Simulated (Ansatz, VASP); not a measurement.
**Two plane-wave programs on NaH**

INCAR

```
SYSTEM = NaH
PREC     = Accurate       ! precision mode
ENCUT    = 520            ! plane-wave cutoff, eV
EDIFF    = 1E-7           ! SCF threshold, eV
ISMEAR   = 0              ! smearing method
SIGMA    = 0.02           ! smearing width, eV
LREAL    = .FALSE.        ! projectors in reciprocal space
LASPH    = .TRUE.         ! aspherical terms in the spheres
NELM     = 100            ! most SCF steps
ALGO     = Normal         ! electronic algorithm
ISIF     = 2              ! what is computed and relaxed
LWAVE    = .FALSE.        ! write WAVECAR
LCHARG   = .TRUE.         ! write CHGCAR
GGA      = PE             ! functional
LELF     = .TRUE.         ! ELF
LVHAR    = .TRUE.       
NBANDS   = 11             ! bands
```

Contents of KPOINTS:

```
Automatic mesh
0
G
  10 10 10
  0 0 0
```

POSCAR

```
NaH
1.0
    2.9121564970      0.0000000000      0.0000000000
    0.0000000000      2.9121564970      0.0000000000
    0.0000000000      0.0000000000      2.9121564970
Na H
1 1
Direct
    0.0000000000      0.0000000000      0.0000000000
    0.5000000000      0.5000000000      0.5000000000
```

Input for Ansatz:

```yaml
crystal:
  lattice:
    - [2.912156497, 0.0, 0.0]
    - [0.0, 2.912156497, 0.0]
    - [0.0, 0.0, 2.912156497]
  atoms:
    - { symbol: Na, position: [0.0, 0.0, 0.0] }
    - { symbol: H, position: [0.5, 0.5, 0.5] }
basis:
  ecutwfc: 420
kpoints:
  mp_grid: { grid: [10, 10, 10] }
hamiltonian:
  xc: pbe
scf:
  occupations: { method: gaussian, width: 0.02 }
output:
  forces: true
  stress: true
  eigenvalues: true
```

Alike in both runs: task single point; functional PBE; k mesh 10 × 10 × 10; occupations gaussian, width 0.02 eV; no spin polarisation.

```csv
,VASP,Ansatz
version,VASP 6.6.1,Ansatz 0.2.0
potentials or method,"VASP PAW PBE potentials, release 64 (Na_pv, H), cutoff 520 eV","scalar-relativistic, plane waves, PAW"
valence electrons in the cell,8,10
```

VASP gave:

- gap on the k mesh at the Fermi level (eV): 1.03
- least direct gap on the mesh (eV): 4.56
- pressure (GPa): 1.4

Question: Estimate Ansatz's values.

Answer: gap on the k mesh at the Fermi level (eV): 1.04; least direct gap on the mesh (eV): 4.57; pressure (GPa): 1.4.

VASP's potentials hold 8 valence electrons a cell and Ansatz's 10, so a difference there can come from the potentials and not from the codes.
